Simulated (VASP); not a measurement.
Write the native input for VASP 6.6.1 that does the following.

```
Task                   : single point
Functional             : PBE
Potentials or basis    : VASP PAW PBE potentials, release 64 (Ag, Cl)
Cutoff                 : 520 eV
k mesh                 : 10 × 10 × 10
Occupations            : gaussian, width 0.02 eV
Spin                   : no spin polarisation
Dipole correction      : no
Further INCAR settings : ALGO = Normal; EDIFF = 1e-07; NBANDS = 16
```

The structure of AgCl lies in POSCAR:

```
AgCl
1.0
   -2.1482423919      2.1482423919      3.0118143214
    2.1482423919     -2.1482423919      3.0118143214
    2.1482423919      2.1482423919     -3.0118143214
Ag Cl
1 1
Direct
    0.0000000000      0.0000000000      0.0000000000
    0.2500000000      0.7500000000      0.5000000000
```

The input as run:

INCAR

```
SYSTEM = AgCl
ALGO = Normal ; EDIFF = 1E-7
ENCUT = 520 ; GGA = PE
ISIF = 2 ; ISMEAR = 0
LASPH = .True. ; LCHARG = .False.
LREAL = .False. ; LWAVE = .False.
NBANDS = 16 ; NELM = 60
PREC = Accurate ; SIGMA = 0.02
```

KPOINTS

```
k-points
0
Gamma
  10 10 10
  0 0 0
```

Potentials or basis: VASP PAW PBE potentials, release 64 (Ag, Cl).

Run with:

```console
$ cat potpaw_PBE.64/Ag/POTCAR potpaw_PBE.64/Cl/POTCAR > POTCAR
$ mpirun -np 1 vasp_std > vasp.out
```

It gave:

```json
{
 "Pressure": "-0.1 GPa",
 "Band gap on the k mesh": "1.29 eV, direct"
}
```

Run time: 80 s on 1 thread of Intel(R) Xeon(R) Platinum 8259CL CPU @ 2.50GHz (Skylake/Cascade Lake) (shared host), peak memory 0.23 GiB.
